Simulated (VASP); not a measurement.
A run of VASP 6.6.1:

File INCAR:

```
PREC = Accurate ; ENCUT = 520
EDIFF = 1E-6 ; ISMEAR = 0
SIGMA = 0.1 ; LREAL = F
LASPH = T ; NELM = 80
ALGO = Normal ; ISIF = 2
LWAVE = F ; LCHARG = F
GGA = PE ; NBANDS = 26
```

File KPOINTS:

```
regular mesh
0
Gamma
  4 4 6
```

Contents of POSCAR:

```
MgS
1.0
    6.9682964256      0.0000000000      0.0000000000
    0.0000000000      6.9682964256      0.0000000000
    0.0000000000      0.0000000000      3.6924760682
Mg S
4 4
Direct
    0.6644464098      0.6644464098      0.5000000000
    0.1644464098      0.8355535902      0.2500000000
    0.3355535902      0.3355535902      0.0000000000
    0.8355535902      0.1644464098      0.7500000000
    0.8314915043      0.8314915043      0.0000000000
    0.3314915043      0.6685084957      0.7500000000
    0.1685084957      0.1685084957      0.5000000000
    0.6685084957      0.3314915043      0.2500000000
```

Potentials or basis: VASP PAW PBE potentials, release 64 (Mg, S).

Launch:

```console
$ cat potpaw_PBE.64/Mg/POTCAR potpaw_PBE.64/S/POTCAR > POTCAR
$ mpirun -np 1 vasp_std > vasp.out
```

Hardware: 1 thread of Intel(R) Xeon(R) Platinum 8559C (Emerald Rapids), on a shared host.

How long does it take, and how much memory?

Wall time 69 s on 1 thread of Intel(R) Xeon(R) Platinum 8559C (Emerald Rapids), on a shared host, peak memory 0.31 GiB. Counts: scf iterations 14, k points 24.
